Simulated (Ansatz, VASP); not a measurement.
## One calculation of CuI, two programs

```
Cu I
1.0
     3.70811   -3.68618    0.00000
     3.70811    3.68618    0.00000
     0.00000    0.00000    4.27809
Cu I
2 2
Direct
  0.42044 0.57956 0.75000
  0.57956 0.42044 0.25000
  0.77004 0.22996 0.75000
  0.22996 0.77004 0.25000
```

Change from the starting cell: volume scaled by 0.98.

Alike in both runs: task single point; functional PBE; k mesh 5 × 5 × 6; occupations fermi-dirac, width 0.02 eV; no spin polarisation.

```csv
,VASP,Ansatz
version,VASP 6.6.1,Ansatz 0.2.0
potentials or method,"VASP PAW PBE potentials, release 64 (Cu, I), cutoff 520 eV","all-electron LAPW, scalar-relativistic"
```

Ansatz gave:

```
gap on the k mesh at the Fermi level (eV)                     : 1.04
pressure (GPa)                                                : 2.2
traceless stress, the component that is largest in VASP (GPa) : -1.18
rms of the force components (eV/Å)                            : 0.143
```

Which values does VASP return?

gap on the k mesh at the Fermi level (eV): 1.06; pressure (GPa): 2.3; traceless stress, the component that is largest in VASP (GPa): -1.23; rms of the force components (eV/Å): 0.147.

Atom by atom the forces differ by 0.006 eV/Å (rms over components). Ansatz ran all-electron here, and VASP with PAW potentials.

Spin-orbit coupling is off throughout.
